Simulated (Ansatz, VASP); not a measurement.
**RbCaH3: VASP beside Ansatz**

The input INCAR:

```
ALGO = Normal
EDIFF = 1E-6
ENCUT = 520
GGA = CA
ISIF = 2
ISMEAR = 0
LASPH = True
LCHARG = False
LREAL = False
LWAVE = False
NBANDS = 19
NELM = 80
PREC = Accurate
SIGMA = 0.05
```

The input KPOINTS:

```
k-points
0
Gamma
  6 6 6
```

Contents of POSCAR:

```
RbCaH3
1.0
    4.5470000000      0.0000000000      0.0000000000
    0.0000000000      4.5470000000      0.0511537500
    0.0000000000      0.0511537500      4.5470000000
Rb Ca H
1 1 3
Direct
    0.0000000000      0.0000000000      0.0000000000
    0.5000000000      0.5000000000      0.5000000000
    0.0000000000      0.5000000000      0.5000000000
    0.5000000000      0.0000000000      0.5000000000
    0.5000000000      0.5000000000      0.0000000000
```

Input for Ansatz:

```yaml
crystal:
  lattice:
    - [4.547, 0.0, 0.0]
    - [0.0, 4.547, 0.05115375]
    - [0.0, 0.05115375, 4.547]
  atoms:
    - { symbol: Rb, position: [0.0, 0.0, 0.0] }
    - { symbol: Ca, position: [0.5, 0.5, 0.5] }
    - { symbol: H, position: [0.0, 0.5, 0.5] }
    - { symbol: H, position: [0.5, 0.0, 0.5] }
    - { symbol: H, position: [0.5, 0.5, 0.0] }
basis:
  ecutwfc: 420
kpoints:
  mp_grid: { grid: [6, 6, 6] }
hamiltonian:
  xc: lda
scf:
  occupations: { method: gaussian, width: 0.05 }
output:
  forces: true
  stress: true
  eigenvalues: true
```

Change from the starting cell: strain +0.0225 x Voigt [0, 0, 0, 1, 0, 0], atoms carried along.

Alike in both runs: task single point; functional LDA; k mesh 6 × 6 × 6; occupations gaussian, width 0.05 eV; no spin polarisation.

```csv
,VASP,Ansatz
version,VASP 6.6.1,Ansatz 0.2.0
potentials or method,"VASP PAW LDA potentials, release 64 (Rb_sv, Ca_sv, H), cutoff 520 eV","scalar-relativistic, plane waves, PAW"
valence electrons in the cell,22,22
```

VASP gave:

* gap on the k mesh at the Fermi level (eV): 2.87
* least direct gap on the mesh (eV): 2.87
* pressure (GPa): -2.4
* traceless stress, the component that is largest in VASP (GPa): -0.38

Question: Which values does Ansatz return?

Answer: gap on the k mesh at the Fermi level (eV): 2.88; least direct gap on the mesh (eV): 2.88; pressure (GPa): -2.4; traceless stress, the component that is largest in VASP (GPa): -0.38.

LDA's correlation is that of Perdew and Zunger in VASP and of Perdew and Wang (1992) in Ansatz.
